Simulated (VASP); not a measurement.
# SiC (P6_3mc) in VASP: further runs

SiC is run at these levels: LDA; tasks: relaxation of the atoms.

Program: VASP 6.6.1. These are calculated values, not measurements. Logs are shortened: lines on timing, memory, paths and dates and some standing lists are left out, and cuts for length are marked.

**1. The cell of the first run**

The structure is hexagonal, space group P6_3mc (No. 186). The conventional cell has a = 3.136 Å, b = 3.136 Å, c = 5.146 Å, α = 90.00°, β = 90.00°, γ = 120.00°. Si (site symmetry 3m) has 4 C at 1.92 to 1.93 Å within 2.5 Å. Within 2.5 Å of C (site symmetry 3m) lie 4 Si at 1.92 to 1.93 Å.

**2. Relaxation of the atoms, LDA (10.95 Å³/atom)**

The input, INCAR:

```
SYSTEM = SiC
  PREC = Accurate
  ENCUT = 520
  EDIFF = 1E-6
  ISMEAR = 0
  SIGMA = 0.05
  LREAL = .False.
  LASPH = .True.
  NELM = 80
  ALGO = Normal
  ISIF = 2
  LWAVE = .False.
  LCHARG = .False.
  IBRION = 2
  NSW = 50
  EDIFFG = -0.01
```

The input, KPOINTS:

```
Automatic mesh
0
Gamma
  12 12 6
  0 0 0
```

The input, POSCAR:

```
SiC
1.0
    3.1355698038      0.0000000000      0.0000000000
   -1.5677849019      2.7154831055      0.0000000000
    0.0000000000      0.0000000000      5.1464622868
Si C
2 2
Direct
    0.3333333333      0.6666666667      0.0046041256
    0.6666666667      0.3333333333      0.5046041256
    0.3333333333      0.6666666667      0.3803958744
    0.6666666667      0.3333333333      0.8803958744
```

Potentials or basis: VASP PAW LDA potentials, release 64 (Si, C).

Launch:

```sh
cat potpaw_LDA.64/Si/POTCAR potpaw_LDA.64/C/POTCAR > POTCAR
mpirun -np 1 vasp_std > vasp.out
```

OUTCAR:

```text
SYSTEM = SiC
   PREC = Accurate
   ENCUT = 520
   EDIFF = 1E-6
   ISMEAR = 0
   LREAL = .False.
   LASPH = .True.
   NELM = 80
   ISIF = 2
   IBRION = 2
   NSW = 50
   EDIFFG = -0.01

 ion  position               nearest neighbor table
   1  0.333  0.667  0.005-   4 1.92   4 1.92   4 1.92   3 1.93   2 3.15   2 3.15   2 3.15   2 3.15
                             2 3.15   2 3.15
   2  0.667  0.333  0.505-   3 1.92   3 1.92   3 1.92   4 1.93   1 3.15   1 3.15   1 3.15   1 3.15
                             1 3.15   1 3.15
   3  0.333  0.667  0.380-   2 1.92   2 1.92   2 1.92   1 1.93
   4  0.667  0.333  0.880-   1 1.92   1 1.92   1 1.92   2 1.93

  LATTYP: Found a hexagonal cell.
 ALAT       =     3.1355698038
 C/A-ratio  =     1.6413164461

  Lattice vectors:

 A1 = (   3.1355698038,   0.0000000000,   0.0000000000)
 A2 = (  -1.5677849019,   2.7154831055,   0.0000000000)
 A3 = (   0.0000000000,   0.0000000000,   5.1464622868)

Analysis of symmetry for initial positions (statically):
=====================================================================
 Subroutine PRICEL returns:
 Original cell was already a primitive cell.

 Routine SETGRP: Setting up the symmetry group for a
 hexagonal supercell.

 Subroutine GETGRP returns: Found 12 space group operations
 (whereof  6 operations were pure point group operations)
 out of a pool of 24 trial point group operations.

The static configuration has the point symmetry C_3v.
 The point group associated with its full space group is C_6v.

Analysis of symmetry for dynamics (positions and initial velocities):
=====================================================================
 Subroutine PRICEL returns:
 Original cell was already a primitive cell.

 Routine SETGRP: Setting up the symmetry group for a
 hexagonal supercell.

 Subroutine GETGRP returns: Found 12 space group operations
 (whereof  6 operations were pure point group operations)
 out of a pool of 24 trial point group operations.

The dynamic configuration has the point symmetry C_3v.
 The point group associated with its full space group is C_6v.

 Subroutine INISYM returns: Found 12 space group operations
 (whereof  6 operations are pure point group operations),
 and found     1 'primitive' translations

----------------------------------------------------------------------------------------

                                     Primitive cell

  volume of cell :      43.8200

  direct lattice vectors                    reciprocal lattice vectors
     3.135569804  0.000000000  0.000000000     0.318921301  0.184129299  0.000000000
    -1.567784902  2.715483106  0.000000000     0.000000000  0.368258598  0.000000000
     0.000000000  0.000000000  5.146462287     0.000000000  0.000000000  0.194308234

  length of vectors
     3.135569804  3.135569804  5.146462287     0.368258598  0.368258598  0.194308234

  position of ions in fractional coordinates (direct lattice)
     0.333333333  0.666666667  0.004604126
     0.666666667  0.333333333  0.504604126
     0.333333333  0.666666667  0.380395874
     0.666666667  0.333333333  0.880395874

  ion indices of the primitive-cell ions
   primitive index   ion index
                 1           1
                 2           2
                 3           3
                 4           4

----------------------------------------------------------------------------------------

 KPOINTS: Automatic mesh

Automatic generation of k-mesh.
 Grid dimensions read from file:
 generate k-points for:   12   12    6

 Generating k-lattice:

  Cartesian coordinates                     Fractional coordinates (reciprocal lattice)
     0.026576775  0.015344108  0.000000000     0.083333333  0.000000000  0.000000000
     0.000000000  0.030688216  0.000000000     0.000000000  0.083333333  0.000000000
     0.000000000  0.000000000  0.032384706     0.000000000  0.000000000  0.166666667

  Length of vectors
     0.030688216  0.030688216  0.032384706

  Shift w.r.t. Gamma in fractional coordinates (k-lattice)
     0.000000000  0.000000000  0.000000000

 Subroutine IBZKPT returns following result:
 ===========================================

 Found     76 irreducible k-points:

 Following reciprocal coordinates:
            Coordinates               Weight
  0.000000  0.000000  0.000000      1.000000
  0.083333  0.000000  0.000000      6.000000
  0.166667  0.000000  0.000000      6.000000
  0.250000 -0.000000  0.000000      6.000000
  0.333333 -0.000000  0.000000      6.000000
  0.416667 -0.000000  0.000000      6.000000
[... 16 lines left out ...]
  0.250000 -0.000000  0.166667     12.000000
  0.333333 -0.000000  0.166667     12.000000
 [... further k-points ...]
   k-points           NKPTS =     76   k-points in BZ     NKDIM =     76   number of bands    NBANDS=     12
   number of dos      NEDOS =    301   number of ions     NIONS =      4
   total plane-waves  NPLWV =  23040
   dimension x,y,z NGX =    24 NGY =   24 NGZ =   40
   dimension x,y,z NGXF=    48 NGYF=   48 NGZF=   80
   ions per type =               2   2
   NGX,Y,Z   is equivalent  to a cutoff of  12.72, 12.72, 12.92 a.u.
   NGXF,Y,Z  is equivalent  to a cutoff of  25.45, 25.45, 25.84 a.u.
 SYSTEM =  SiC
   PREC   = accura    normal or accurate (medium, high low for compatibility)
   ISTART =      0    job   : 0-new  1-cont  2-samecut
   ICHARG =      2    charge: 1-file 2-atom 10-const
   ISPIN  =      1    spin polarized calculation?
   LNONCOLLINEAR =      F non collinear calculations
   LSORBIT =      F    spin-orbit coupling
   LASPH  =      T    aspherical Exc in radial PAW
   ENCUT  =  520.0 eV  38.22 Ry    6.18 a.u.   5.83  5.83  9.57*2*pi/ulx,y,z
   NELM   =     80;   NELMIN=  2; NELMDL= -5     # of ELM steps
   EDIFF  = 0.1E-05   stopping-criterion for ELM
   LREAL  =      F    real-space projection
   EDIFFG = -.1E-01   stopping-criterion for IOM
   NSW    =     50    number of steps for IOM
   IBRION =      2    ionic relax: 0-MD 1-quasi-New 2-CG
   NFREE  =      1    steps in history (QN), initial steepest desc. (CG)
   ISIF   =      2    stress and relaxation
   ISYM   =      2    0-nonsym 1-usesym 2-fastsym
   POTIM  = 0.5000    time-step for ionic-motion
   TEBEG  =    0.0;   TEEND  =   0.0 temperature during run
   PSTRESS=    0.0 pullay stress
   NELECT =      16.0000    total number of electrons
   NUPDOWN=      -1.0000    fix difference up-down
   EMIN   =  10.00;   EMAX   =-10.00  energy-range for DOS
   EFERMI =   0.00;   METHOD = LEGACY
   ISMEAR =     0;   SIGMA  =   0.05  broadening in eV -4-tet -1-fermi 0-gaus
   EFERMI_NEDOS =   21; number of points for ismear=-14 and -15
   IALGO  =     38    algorithm
   IMIX   =      4    mixing-type and parameters
     AMIX     =   0.40;   BMIX     =  1.00
     AMIX_MAG =   1.60;   BMIX_MAG =  1.00
  volume/ion in A,a.u.               =      10.95        73.93
  Fermi-wavevector in a.u.,A,eV,Ry     =   1.170103  2.211174 18.628290  1.369141
  Thomas-Fermi vector in A             =   2.306566
   LORBIT       =      0    0 simple, 1 ext, 2 COOP (PROOUT), +10 PAW based schemes
   GGA     = CA    functional components
   LHFCALC =     F    Hartree Fock is set to
   AEXX    =    0.0000 exact exchange contribution
   IVDW    =     0    specifies the selected vdW correction
   LEPSILON=     F    determine dielectric tensor
   LRPA    =     F    only Hartree local field effects (RPA)
 conjugate gradient relaxation of ions
 non-spin polarized calculation
 Gauss-broadening in eV      SIGMA  =   0.05
  energy-cutoff  :      520.00
  volume of cell :       43.82
 maximum number of plane-waves:      1200
 NGX is ok and might be reduce to    24
   NGX = 11   NGY = 11   NGZ = 19

--------------------------------------- Ionic step        1  -------------------------------------------

 number of electron      16.0000002 magnetization

 Free energy of the ion-electron system (eV)
  ---------------------------------------------------
  ext. energy  EPLUGINS =         0.00000000
  ---------------------------------------------------
  free energy    TOTEN  =       -33.12082459 eV

  energy without entropy =      -33.12082459  energy(sigma->0) =      -33.12082459

------------------------ aborting loop because EDIFF is reached ----------------------------------------

  FORCE on cell =-STRESS in cart. coord.  units (eV):
  Direction    XX          YY          ZZ          XY          YZ          ZX
  --------------------------------------------------------------------------------------
  -------------------------------------------------------------------------------------
  Total       -4.0990764     -4.0990764     -4.0153951      0.0000000      0.0000000      0.0000000
  in kB     -149.8732834   -149.8732834   -146.8136704      0.0000000      0.0000000      0.0000000
  external PRESSURE =    -148.8534124 kB  Pullay stress =       0.0000000 kB

 VOLUME and BASIS-vectors are now :
 -----------------------------------------------------------------------------
  energy-cutoff  :      520.00
  volume of cell :       43.82
      direct lattice vectors                 reciprocal lattice vectors
     3.135569804  0.000000000  0.000000000     0.318921301  0.184129299  0.000000000
    -1.567784902  2.715483106  0.000000000     0.000000000  0.368258598  0.000000000
     0.000000000  0.000000000  5.146462287     0.000000000  0.000000000  0.194308234

 POSITION                                       TOTAL-FORCE (eV/Angst)
 -----------------------------------------------------------------------------------
     -0.00000      1.81032      0.02369         0.000000      0.000000     -0.013814
      1.56778      0.90516      2.59693        -0.000000      0.000000     -0.013814
     -0.00000      1.81032      1.95769        -0.000000      0.000000      0.013814
      1.56778      0.90516      4.53092         0.000000     -0.000000      0.013814
 -----------------------------------------------------------------------------------
    total drift:                                0.000000      0.000000     -0.000186

  FREE ENERGIE OF THE ION-ELECTRON SYSTEM (eV)
  ---------------------------------------------------
  free  energy   TOTEN  =       -33.1208245874 eV

  energy  without entropy=      -33.1208245874  energy(sigma->0) =      -33.12082459

--------------------------------------- Ionic step        2  -------------------------------------------

 number of electron      16.0000002 magnetization

 Free energy of the ion-electron system (eV)
  ---------------------------------------------------
  ext. energy  EPLUGINS =         0.00000000
  ---------------------------------------------------
  free energy    TOTEN  =       -33.12083397 eV

  energy without entropy =      -33.12083397  energy(sigma->0) =      -33.12083397

 E-fermi :   7.8240     XC(G=0): -11.3077

 val. band max:        7.5578575030   @ k =   0.0000   0.0000   0.0000
 cond. band min:       9.8128950043   @ k =   0.3333   0.3333   0.0000
 fundamental gap:      2.2550375012
 Fermi energy:         7.8240230138

 k-point     1 :       0.0000    0.0000    0.0000
  band No.  band energies     occupation
      1      -7.4663      2.00000
      2      -4.0622      2.00000
      3      -0.8276      2.00000
      4       6.2723      2.00000
      5       6.2723      2.00000
      6       7.4570      2.00000
      7       7.5579      2.00000
      8       7.5579      2.00000
      9      11.8478      0.00000
     10      13.1753      0.00000
     11      13.7880      0.00000
     12      13.7880      0.00000
[... 331 lines left out ...]
 k-point    24 :       0.3333   -0.0000    0.1667
  band No.  band energies     occupation
      1      -5.5721      2.00000
      2      -3.1161      2.00000
      3       0.4037      2.00000
      4       2.1391      2.00000
      5       2.8931      2.00000
      6       4.8058      2.00000
      7       6.0040      2.00000
      8       6.4736      2.00000
      9      10.7037      0.00000
     10      11.8494      0.00000
     11      13.9171      0.00000
     12      15.0124      0.00000

 [... further k-points ...]

------------------------ aborting loop because EDIFF is reached ----------------------------------------

  FORCE on cell =-STRESS in cart. coord.  units (eV):
  Direction    XX          YY          ZZ          XY          YZ          ZX
  --------------------------------------------------------------------------------------
  -------------------------------------------------------------------------------------
  Total       -4.0903930     -4.0903930     -4.0304189      0.0000000      0.0000000      0.0000000
  in kB     -149.5557948   -149.5557948   -147.3629793      0.0000000      0.0000000      0.0000000
  external PRESSURE =    -148.8248563 kB  Pullay stress =       0.0000000 kB

 VOLUME and BASIS-vectors are now :
 -----------------------------------------------------------------------------
  energy-cutoff  :      520.00
  volume of cell :       43.82
      direct lattice vectors                 reciprocal lattice vectors
     3.135569804  0.000000000  0.000000000     0.318921301  0.184129299  0.000000000
    -1.567784902  2.715483106  0.000000000     0.000000000  0.368258598  0.000000000
     0.000000000  0.000000000  5.146462287     0.000000000  0.000000000  0.194308234

 POSITION                                       TOTAL-FORCE (eV/Angst)
 -----------------------------------------------------------------------------------
     -0.00000      1.81032      0.02303        -0.000000      0.000000      0.007022
      1.56778      0.90516      2.59626         0.000000      0.000000      0.007022
     -0.00000      1.81032      1.95836        -0.000000      0.000000     -0.007022
      1.56778      0.90516      4.53159         0.000000     -0.000000     -0.007022
 -----------------------------------------------------------------------------------
    total drift:                                0.000000      0.000000     -0.000941

  FREE ENERGIE OF THE ION-ELECTRON SYSTEM (eV)
  ---------------------------------------------------
  free  energy   TOTEN  =       -33.1208339709 eV

  energy  without entropy=      -33.1208339709  energy(sigma->0) =      -33.12083397

 reached required accuracy - stopping structural energy minimisation
```

Run time: 46 s. Hardware: 1 thread of Intel Xeon 8259CL, shared host; peak memory 0.16 GiB.

Results:

```yaml
Free_energy: -33.1208 eV
Energy_gained_by_relaxing: 0.0 meV/atom
Ionic_steps: 2
Pressure_after_relaxing: -14.9 GPa
Largest_force_after_relaxing: 0.007 eV/Å
Band_gap_on_the_k_mesh: 2.25 eV (least direct gap 3.76 eV)
```

Forces in eV/Å, atoms in the order of the input:
```
Si   0.000  0.000  0.007
Si   0.000  0.000  0.007
C    0.000  0.000 -0.007
C    0.000  0.000 -0.007
```

Final structure:
```xyz
4
Lattice="3.1356 0.0000 0.0000 -1.5678 2.7155 0.0000 0.0000 0.0000 5.1465" Properties=species:S:1:pos:R:3 pbc="T T T"
Si    0.0000    1.8103    0.0230
Si    1.5678    0.9052    2.5963
C     0.0000    1.8103    1.9584
C     1.5678    0.9052    4.5316
```

A k mesh can miss the band edges. A hybrid or GW would open this gap; LDA tends to underestimate it.

**3. Relaxation of the atoms, LDA (10.96 Å³/atom)**

The input, INCAR:

```
SYSTEM = SiC
  PREC = Accurate
  ENCUT = 520
  EDIFF = 1E-7
  ISMEAR = 0
  SIGMA = 0.05
  LREAL = .FALSE.
  LASPH = .TRUE.
  NELM = 80
  ALGO = Normal
  ISIF = 2
  LWAVE = .FALSE.
  LCHARG = .FALSE.
  GGA = CA
  IBRION = 2
  NSW = 50
  EDIFFG = -0.01
```

The input, KPOINTS:

```
Automatic mesh
0
G
  12 12 6
  0 0 0
```

The input, POSCAR:

```
SiC
1.0
    3.0528976014      0.0000000000      0.0000000000
   -1.5264488007      2.6438868780      0.0000000000
    0.0000000000      0.0000000000      5.4289678046
Si C
2 2
Direct
    0.3333333333      0.6666666667      0.0046041256
    0.6666666667      0.3333333333      0.5046041256
    0.3333333333      0.6666666667      0.3803958744
    0.6666666667      0.3333333333      0.8803958744
```

Potentials or basis: VASP PAW LDA potentials, release 64 (Si, C).

Launch:

```sh
cat potpaw_LDA.64/Si/POTCAR potpaw_LDA.64/C/POTCAR > POTCAR
mpirun -np 1 vasp_std > vasp.out
```

Wall time 81 s (1 thread of Intel Xeon 8259CL, shared host); peak memory 0.16 GiB.

Results (log left out):

* Free energy: -32.8615 eV
* Energy gained by relaxing: 0.7 meV/atom
* Ionic steps: 3
* Pressure after relaxing: -13.5 GPa
* Band gap on the k mesh: 1.84 eV (least direct gap 3.85 eV)

Stress tensor (GPa, compression positive):
```
 -1.65   0.00   0.00
  0.00  -1.65   0.00
  0.00   0.00 -37.15
```

Step by step:
```
step  energy change (eV)  largest force (eV/Å)  pressure (GPa)
   1              0.0000                0.1890          -13.05
   2             -0.0029                0.0336          -13.56
   3             -0.0030                0.0000          -13.49
```

Final structure:
```
Si C
1.0
     3.05290    0.00000    0.00000
    -1.52645    2.64389    0.00000
     0.00000    0.00000    5.42897
Si C
2 2
Direct
  0.33333 0.66667 0.00604
  0.66667 0.33333 0.50604
  0.33333 0.66667 0.37896
  0.66667 0.33333 0.87896
```

Levels at points of the mesh, in eV from the valence-band top:
| k point | band 4 | band 5 | band 6 | band 7 | band 8 | band 9 | band 10 | band 11 | band 12 |
| --- | --- | --- | --- | --- | --- | --- | --- | --- | --- |
| (0.00, 0.00, 0.00) | -0.94 | -0.94 | -0.70 | 0.00 | 0.00 | 3.85 | 5.37 | 6.73 | 6.73 |
| (0.50, 0.00, 0.00) | -6.70 | -5.28 | -3.27 | -2.95 | -1.38 | 3.01 | 3.46 | 6.06 | 6.96 |
| (0.00, 0.00, 0.50) | -5.07 | -0.50 | -0.50 | -0.50 | -0.50 | 6.08 | 6.08 | 7.35 | 7.35 |
| (0.50, 0.00, 0.50) | -8.16 | -2.74 | -2.74 | -2.28 | -2.28 | 2.58 | 2.58 | 4.68 | 4.68 |

A k mesh can miss the band edges. LDA gaps usually lie below the measured ones, often by a third to a half.

(Continued in part 2 of 2.)
